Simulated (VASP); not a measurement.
**Li2O: relaxation of cell and atoms with PBE**

Li2O:

```
O Li
1.0
     0.00000    2.30000    2.30000
     2.30000    0.00000    2.30000
     2.30000    2.30000    0.00000
O Li
1 2
Direct
  0.00000 0.00000 0.00000
  0.25000 0.25000 0.25000
  0.75000 0.75000 0.75000
```

| Property | Result |
| --- | --- |
| Program | VASP 6.6.1 |
| Task | relaxation of cell and atoms |
| Functional | PBE |
| Potentials or basis | VASP PAW PBE potentials, release 64 (O, Li_sv) |
| Cutoff | 750 eV |
| k mesh | 8 × 8 × 8 |
| Occupations | gaussian, width 0.02 eV |
| Spin | no spin polarisation |
| Dipole correction | no |
| Further INCAR settings | ALGO = Normal; EDIFF = 1e-07; IBRION = 2; EDIFFG = -0.002; NSW = 100; ISIF = 3 |

* Relaxed volume: 8.21 Å³/atom
* Relaxed cell: a = 3.266 Å, b = 3.266 Å, c = 3.266 Å, α = 60.00°, β = 60.00°, γ = 60.00°
* Space group after relaxing (to 0.1 Å): Fm-3m (No. 225)
* Energy gained by relaxing: 0.3 meV/atom
* Ionic steps: 4
* Pressure after relaxing: 0.0 GPa
* Band gap on the k mesh: 4.98 eV (least direct gap 5.27 eV)

Step by step:
| step | energy change (eV) | largest force (eV/Å) | pressure (GPa) | volume (Å³) |
| --- | --- | --- | --- | --- |
| 1 | 0.0000 | 0.0000 | 1.07 | 24.33 |
| 2 | -0.0009 | 0.0000 | 0.40 | 24.53 |
| 3 | -0.0010 | 0.0000 | 0.04 | 24.63 |
| 4 | -0.0010 | 0.0000 | 0.00 | 24.64 |

Final structure:
```
O Li
1.0
     0.00000    2.30966    2.30966
     2.30966    0.00000    2.30966
     2.30966    2.30966    0.00000
O Li
1 2
Direct
  0.00000 0.00000 0.00000
  0.25000 0.25000 0.25000
  0.75000 0.75000 0.75000
```

Levels at points of the mesh, in eV from the valence-band top:
| k point | band 4 | band 5 | band 6 | band 7 | band 8 | band 9 |
| --- | --- | --- | --- | --- | --- | --- |
| (0.00, 0.00, 0.00) | 0.00 | 0.00 | 0.00 | 5.27 | 11.94 | 11.94 |
| (0.50, 0.00, 0.00) | -2.77 | -0.45 | -0.45 | 9.21 | 9.81 | 12.06 |
| (0.50, 0.50, 0.00) | -1.60 | -1.38 | -1.38 | 4.98 | 13.54 | 13.54 |

Run time: 41 s on 1 thread of Intel(R) Xeon(R) Platinum 8488C (Sapphire Rapids), on a shared host, peak memory 0.16 GiB.

A k mesh can miss the band edges.
